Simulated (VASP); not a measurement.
# Ti (Im-3m) in VASP: further runs, part 2 of 3

VASP 6.6.1. The steps go on from the part before.

## 3. Relaxation of cell and atoms, PBE, target pressure 90 GPa, at which the enthalpy is minimised

This run uses another cell than the first one, of 11.86 Å³/atom, 0.820 times its volume.

INCAR reads:

```
ALGO = Normal
EDIFF = 1E-7
EDIFFG = -0.008
ENCUT = 600
GGA = PE
IBRION = 2
ISIF = 3
ISMEAR = 0
LASPH = T
LCHARG = F
LREAL = F
LWAVE = F
NELM = 60
NSW = 70
PREC = Accurate
PSTRESS = 900.0
SIGMA = 0.1
```

KPOINTS reads:

```
k-points
0
Gamma
  20 20 20
```

POSCAR reads:

```
Ti
1.0
   -1.4365458761      1.4365458761      1.4365458761
    1.4365458761     -1.4365458761      1.4365458761
    1.4365458761      1.4365458761     -1.4365458761
Ti
1
Direct
    0.0000000000      0.0000000000      0.0000000000
```

Potentials or basis: VASP PAW PBE potentials, release 64 (Ti_sv).

Command:

```console
$ cat potpaw_PBE.64/Ti_sv/POTCAR > POTCAR
$ mpirun -np 1 vasp_std > vasp.out
```

OUTCAR:

```text
EDIFF = 1E-7
   EDIFFG = -0.008
   ENCUT = 600
   GGA = PE
   IBRION = 2
   ISIF = 3
   ISMEAR = 0
   LASPH = T
   LREAL = F
   NELM = 60
   NSW = 70
   PREC = Accurate
   PSTRESS = 900.0

 ion  position               nearest neighbor table
   1  0.000  0.000  0.000-

  LATTYP: Found a body centered cubic cell.
 ALAT       =     2.8730917522

  Lattice vectors:

 A1 = (  -1.4365458761,   1.4365458761,   1.4365458761)
 A2 = (   1.4365458761,  -1.4365458761,   1.4365458761)
 A3 = (   1.4365458761,   1.4365458761,  -1.4365458761)

Analysis of symmetry for initial positions (statically):
=====================================================================
 Subroutine PRICEL returns:
 Original cell was already a primitive cell.

 Routine SETGRP: Setting up the symmetry group for a
 body centered cubic supercell.

 Subroutine GETGRP returns: Found 48 space group operations
 (whereof 48 operations were pure point group operations)
 out of a pool of 48 trial point group operations.

The static configuration has the point symmetry O_h .

Analysis of symmetry for dynamics (positions and initial velocities):
=====================================================================
 Subroutine PRICEL returns:
 Original cell was already a primitive cell.

 Routine SETGRP: Setting up the symmetry group for a
 body centered cubic supercell.

 Subroutine GETGRP returns: Found 48 space group operations
 (whereof 48 operations were pure point group operations)
 out of a pool of 48 trial point group operations.

The dynamic configuration has the point symmetry O_h .

 Subroutine INISYM returns: Found 48 space group operations
 (whereof 48 operations are pure point group operations),
 and found     1 'primitive' translations

----------------------------------------------------------------------------------------

                                     Primitive cell

  volume of cell :      11.8582

  direct lattice vectors                    reciprocal lattice vectors
    -1.436545876  1.436545876  1.436545876     0.000000000  0.348057106  0.348057106
     1.436545876 -1.436545876  1.436545876     0.348057106  0.000000000  0.348057106
     1.436545876  1.436545876 -1.436545876     0.348057106  0.348057106  0.000000000

  length of vectors
     2.488170445  2.488170445  2.488170445     0.492227080  0.492227080  0.492227080

  position of ions in fractional coordinates (direct lattice)
     0.000000000  0.000000000  0.000000000

  ion indices of the primitive-cell ions
   primitive index   ion index
                 1           1

----------------------------------------------------------------------------------------

 KPOINTS: k-points

Automatic generation of k-mesh.
 Grid dimensions read from file:
 generate k-points for:   20   20   20

 Generating k-lattice:

  Cartesian coordinates                     Fractional coordinates (reciprocal lattice)
     0.000000000  0.017402855  0.017402855     0.050000000  0.000000000  0.000000000
[... 43 lines left out ...]
   total plane-waves  NPLWV =   8000
   dimension x,y,z NGX =    20 NGY =   20 NGZ =   20
   dimension x,y,z NGXF=    40 NGYF=   40 NGZF=   40
   ions per type =               1
   NGX,Y,Z   is equivalent  to a cutoff of  13.36, 13.36, 13.36 a.u.
   NGXF,Y,Z  is equivalent  to a cutoff of  26.73, 26.73, 26.73 a.u.
 SYSTEM =  unknown system
   PREC   = accura    normal or accurate (medium, high low for compatibility)
   ISTART =      0    job   : 0-new  1-cont  2-samecut
   ICHARG =      2    charge: 1-file 2-atom 10-const
   ISPIN  =      1    spin polarized calculation?
   LNONCOLLINEAR =      F non collinear calculations
   LSORBIT =      F    spin-orbit coupling
   LASPH  =      T    aspherical Exc in radial PAW
   ENCUT  =  600.0 eV  44.10 Ry    6.64 a.u.   4.97  4.97  4.97*2*pi/ulx,y,z
   NELM   =     60;   NELMIN=  2; NELMDL= -5     # of ELM steps
   EDIFF  = 0.1E-06   stopping-criterion for ELM
   LREAL  =      F    real-space projection
   EDIFFG = -.8E-02   stopping-criterion for IOM
   NSW    =     70    number of steps for IOM
   IBRION =      2    ionic relax: 0-MD 1-quasi-New 2-CG
   NFREE  =      1    steps in history (QN), initial steepest desc. (CG)
   ISIF   =      3    stress and relaxation
   ISYM   =      2    0-nonsym 1-usesym 2-fastsym
   POTIM  = 0.5000    time-step for ionic-motion
   TEBEG  =    0.0;   TEEND  =   0.0 temperature during run
   PSTRESS=  900.0 pullay stress
   NELECT =      12.0000    total number of electrons
   NUPDOWN=      -1.0000    fix difference up-down
   EMIN   =  10.00;   EMAX   =-10.00  energy-range for DOS
   EFERMI =   0.00;   METHOD = LEGACY
   ISMEAR =     0;   SIGMA  =   0.10  broadening in eV -4-tet -1-fermi 0-gaus
   EFERMI_NEDOS =   21; number of points for ismear=-14 and -15
   IALGO  =     38    algorithm
   IMIX   =      4    mixing-type and parameters
     AMIX     =   0.40;   BMIX     =  1.00
     AMIX_MAG =   1.60;   BMIX_MAG =  1.00
  volume/ion in A,a.u.               =      11.86        80.02
  Fermi-wavevector in a.u.,A,eV,Ry     =   1.643599  3.105951 36.754999  2.701416
  Thomas-Fermi vector in A             =   2.733706
   LORBIT       =      0    0 simple, 1 ext, 2 COOP (PROOUT), +10 PAW based schemes
   GGA     = PE    functional components
   LHFCALC =     F    Hartree Fock is set to
   AEXX    =    0.0000 exact exchange contribution
   IVDW    =     0    specifies the selected vdW correction
   LEPSILON=     F    determine dielectric tensor
   LRPA    =     F    only Hartree local field effects (RPA)
 conjugate gradient relaxation of ions
 non-spin polarized calculation
 Gauss-broadening in eV      SIGMA  =   0.10
  energy-cutoff  :      600.00
  volume of cell :       11.86
 maximum number of plane-waves:       420
   NGX =  9   NGY =  9   NGZ =  9

--------------------------------------- Ionic step        1  -------------------------------------------

 number of electron      12.0000001 magnetization

 Free energy of the ion-electron system (eV)
  ---------------------------------------------------
  ext. energy  EPLUGINS =         0.00000000
  ---------------------------------------------------
  free energy    TOTEN  =        -6.81763351 eV

  energy without entropy =       -6.81107844  energy(sigma->0) =       -6.81435598

------------------------ aborting loop because EDIFF is reached ----------------------------------------

  FORCE on cell =-STRESS in cart. coord.  units (eV):
  Direction    XX          YY          ZZ          XY          YZ          ZX
  --------------------------------------------------------------------------------------
  -------------------------------------------------------------------------------------
  Total        5.1464029      5.1464029      5.1464029     -0.0000000     -0.0000000     -0.0000000
  in kB      695.3378571    695.3378571    695.3378571     -0.0000000     -0.0000000     -0.0000000
  external PRESSURE =    -204.6621429 kB  Pullay stress =     900.0000000 kB
[... 98 lines left out ...]
--------------------------------------- Ionic step        4  -------------------------------------------

 number of electron      11.9999999 magnetization

 Free energy of the ion-electron system (eV)
  ---------------------------------------------------
  ext. energy  EPLUGINS =         0.00000000
  ---------------------------------------------------
  free energy    TOTEN  =        -6.43747668 eV

  energy without entropy =       -6.43317450  energy(sigma->0) =       -6.43532559

 E-fermi :  13.7024     XC(G=0): -13.7801

 val. band max:       13.6918899680   @ k =   0.2500   0.2500   0.1500
 cond. band min:      13.7130947449   @ k =   0.3000   0.2000   0.2000
 fundamental gap:      0.0212047769
 Fermi energy:        13.7023761997

 k-point     1 :       0.0000    0.0000    0.0000
  band No.  band energies     occupation
      1     -42.4244      2.00000
      2     -17.1302      2.00000
      3     -17.1302      2.00000
      4     -17.1302      2.00000
      5       7.2964      2.00000
      6      14.8959      0.00000
      7      14.8959      0.00000
      8      14.8959      0.00000
      9      17.8589      0.00000
     10      17.8589      0.00000
[... 287 lines left out ...]
 k-point    24 :       0.2500    0.1000    0.0000
  band No.  band energies     occupation
      1     -41.9415      2.00000
      2     -18.8707      2.00000
      3     -17.6622      2.00000
      4     -17.2437      2.00000
      5      10.4772      2.00000
      6      13.1736      2.00000
      7      14.1021      0.00000
      8      17.3044      0.00000
      9      18.4529      0.00000
     10      18.9268      0.00000

 [... further k-points ...]

------------------------ aborting loop because EDIFF is reached ----------------------------------------

  FORCE on cell =-STRESS in cart. coord.  units (eV):
  Direction    XX          YY          ZZ          XY          YZ          ZX
  --------------------------------------------------------------------------------------
  -------------------------------------------------------------------------------------
  Total        6.2222975      6.2222975      6.2222975      0.0000000      0.0000000     -0.0000000
  in kB      898.9701151    898.9701151    898.9701151      0.0000000      0.0000000     -0.0000000
  external PRESSURE =      -1.0298849 kB  Pullay stress =     900.0000000 kB
[... 20 lines left out ...]
  energy  without entropy=       -6.4331745050  energy(sigma->0) =       -6.43532559

  enthalpy is  TOTEN    =        -0.2080507042 eV   P V=        6.2294259764

 reached required accuracy - stopping structural energy minimisation
```

OSZICAR:

```text
N       E                     dE             d eps       ncg     rms          rms(c)
DAV:   1     0.828270556124E+02    0.82827E+02   -0.74960E+03  5120   0.173E+03
DAV:   2    -0.309993337149E+01   -0.85927E+02   -0.84225E+02  5282   0.342E+02
DAV:   3    -0.696748486643E+01   -0.38676E+01   -0.37996E+01  6140   0.747E+01
[... 46 lines left out ...]
DAV:   4    -0.643737022415E+01   -0.10997E-03   -0.27367E-04  6540   0.134E-01    0.290E-02
DAV:   5    -0.643745408810E+01   -0.83864E-04   -0.15357E-04  7376   0.759E-02    0.230E-02
DAV:   6    -0.643747500271E+01   -0.20915E-04   -0.30610E-05  5430   0.495E-02    0.182E-03
DAV:   7    -0.643747555289E+01   -0.55018E-06   -0.41648E-06  6576   0.146E-02    0.419E-03
DAV:   8    -0.643747670521E+01   -0.11523E-05   -0.20901E-06  5188   0.123E-02    0.493E-04
DAV:   9    -0.643747668058E+01    0.24628E-07   -0.27091E-07  5566   0.373E-03
   4 F= -.20805070E+00 E0= -.20589962E+00  d E =-.515857E-01
```

CONTCAR:

```text
Ti
   1.00000000000000
    -1.4048136023621249    1.4048136023621252    1.4048136023621252
     1.4048136023621249   -1.4048136023621252    1.4048136023621252
     1.4048136023621249    1.4048136023621252   -1.4048136023621252
  Ti
     1
Direct
     1.0000000000000000    1.0000000000000000    1.0000000000000000

  0.00000000E+00  0.00000000E+00  0.00000000E+00
```

Wall time 52 s (1 thread of Intel Xeon 6975P-C (Granite Rapids), shared host); peak memory 0.16 GiB.

Results:

| Quantity | Value |
| --- | --- |
| Free energy | -6.4375 eV |
| Relaxed volume | 11.09 Å³/atom |
| Relaxed cell | a = 2.433 Å, b = 2.433 Å, c = 2.433 Å, α = 109.47°, β = 109.47°, γ = 109.47° |
| Space group after relaxing (to 0.05 Å) | Im-3m (No. 229) |
| Energy change on relaxing (the enthalpy is what falls) | +380.2 meV/atom |
| Ionic steps | 4 |
| Pressure after relaxing | 89.9 GPa |
| Band gap on the k mesh | zero (band 6 reaches 14.90 eV, above the bottom of band 7 at 12.72 eV) |

Step by step:
| step | energy change (eV) | largest force (eV/Å) | pressure (GPa) | volume (Å³) |
| --- | --- | --- | --- | --- |
| 1 | 0.0000 | 0.0000 | 69.53 | 11.86 |
| 2 | 1.6162 | 0.0000 | 156.14 | 9.44 |
| 3 | 0.3509 | 0.0000 | 88.30 | 11.14 |
| 4 | 0.3802 | 0.0000 | 89.90 | 11.09 |

Final structure:
```yaml
crystal:
  lattice:
    - [-1.40481, 1.40481, 1.40481]
    - [1.40481, -1.40481, 1.40481]
    - [1.40481, 1.40481, -1.40481]
  atoms:
    - { symbol: Ti, position: [0.00000, 0.00000, 0.00000] }
```

Levels at points of the mesh, in eV from the Fermi level:
```
           k point  band 4  band 5  band 6  band 7  band 8  band 9
(0.00, 0.00, 0.00)  -30.83   -6.41    1.19    1.19    1.19    4.16
(0.50, 0.00, 0.00)  -30.88   -3.90   -1.26    3.62    4.34    4.91
(0.50, 0.50, 0.50)  -32.47   -4.28   -4.28    6.46    6.46    6.46
```

Caveat: the cell is relaxed towards a set pressure, so the enthalpy falls and the energy may rise.

(Part 2 of 3 ends here.)
